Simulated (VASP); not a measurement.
A run of VASP 6.6.1 is set up as follows.

The input INCAR:

```
  ALGO = Normal
  EDIFF = 1E-6
  EDIFFG = -0.005
  ENCUT = 600
  GGA = PE
  IBRION = 2
  ISIF = 3
  ISMEAR = -1
  LASPH = T
  LCHARG = F
  LREAL = F
  LWAVE = F
  NELM = 80
  NSW = 60
  PREC = Accurate
  SIGMA = 0.08
```

The input KPOINTS:

```
k-points
0
Gamma
  16 16 16
```

POSCAR

```
In
1.0
   -1.9018218905      1.9018218905      1.9018218905
    1.9018218905     -1.9018218905      1.9018218905
    1.9018218905      1.9018218905     -1.9018218905
In
1
Direct
    0.0000000000      0.0000000000      0.0000000000
```

Potentials or basis: VASP PAW PBE potentials, release 64 (In_d).

Launch:

```sh
$ cat potpaw_PBE.64/In_d/POTCAR > POTCAR
$ mpirun -np 1 vasp_std > vasp.out
```

Problem. Estimate the relaxed cell.

Solution. a = 3.308 Å, b = 3.308 Å, c = 3.308 Å, α = 109.47°, β = 109.47°, γ = 109.47°.

Problem. What does it give for the relaxed volume?

Solution. 27.86 Å³/atom.

The path:
```csv
step,energy change (eV),largest force (eV/Å),pressure (GPa),volume (Å³)
1,0.0000,0.0000,0.44,27.51
2,-0.0005,0.0000,0.05,27.82
3,-0.0005,0.0000,0.01,27.86
```
